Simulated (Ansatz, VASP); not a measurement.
**Two plane-wave programs on PtSe2**

INCAR

```
PREC = Accurate
ENCUT = 520
EDIFF = 1E-6
ISMEAR = -1
SIGMA = 0.05
LREAL = False
LASPH = True
NELM = 60
ALGO = Normal
ISIF = 2
LWAVE = False
LCHARG = False
GGA = RE
IVDW = 12
NBANDS = 18
```

The input KPOINTS:

```
regular mesh
0
Gamma
  8 8 5
```

The input POSCAR:

```
PtSe2
1.0
    3.6479786689      0.0000000000      0.0000000000
   -1.8239893344      3.1592421997      0.0000000000
    0.0000000000      0.0000000000      4.9586648823
Pt Se
1 2
Direct
    0.0000000000      0.0000000000      0.0000000000
    0.6666666667      0.3333333333      0.7500000000
    0.3333333333      0.6666666667      0.2500000000
```

The input input.yaml:

```yaml
crystal:
  lattice:
    - [3.6479786689, 0.0, 0.0]
    - [-1.8239893344, 3.1592421997, 0.0]
    - [0.0, 0.0, 4.9586648823]
  atoms:
    - { symbol: Pt, position: [0.0, 0.0, 0.0] }
    - { symbol: Se, position: [0.6666666667, 0.3333333333, 0.75] }
    - { symbol: Se, position: [0.3333333333, 0.6666666667, 0.25] }
hamiltonian:
  xc: revpbe
  pseudopotentials: { kind: paw }
  dispersion: d3bj
kpoints:
  mp_grid: { grid: [8, 8, 5] }
scf:
  occupations: { method: fermi_dirac, width: 0.05 }
output:
  forces: true
  stress: true
  eigenvalues: true
```

Alike in both runs: task single point; functional revPBE; dispersion D3(BJ); k mesh 8 × 8 × 5; occupations fermi-dirac, width 0.05 eV; no spin polarisation.

|  | VASP | Ansatz |
| --- | --- | --- |
| version | VASP 6.6.1 | Ansatz 0.2.0 |
| potentials or method | VASP PAW PBE potentials, release 64 (Pt, Se) | Ansatz PAW |
| plane-wave cutoff (eV) | 520 | 420 |
| valence electrons in the cell | 22 | 50 |

Ansatz gave:

* gap on the k mesh at the Fermi level (eV): none
* pressure (GPa): 11.2
* traceless stress, the component that is largest in VASP (GPa): -3.89
* rms of the force components (eV/Å): 0.743

**Question.** What did VASP give for the same quantities?

**Answer.** gap on the k mesh at the Fermi level (eV): none; pressure (GPa): 11.3; traceless stress, the component that is largest in VASP (GPa): -3.90; rms of the force components (eV/Å): 0.747.

VASP's potentials were made for PBE, not for revPBE. Atom by atom the forces differ by 0.004 eV/Å (rms over components). A gap of «none» marks a metal or a gap that the smearing closes. VASP's potentials hold 22 valence electrons a cell and Ansatz's 50, so a difference there can come from the potentials and not from the codes.

Spin-orbit coupling is off throughout.
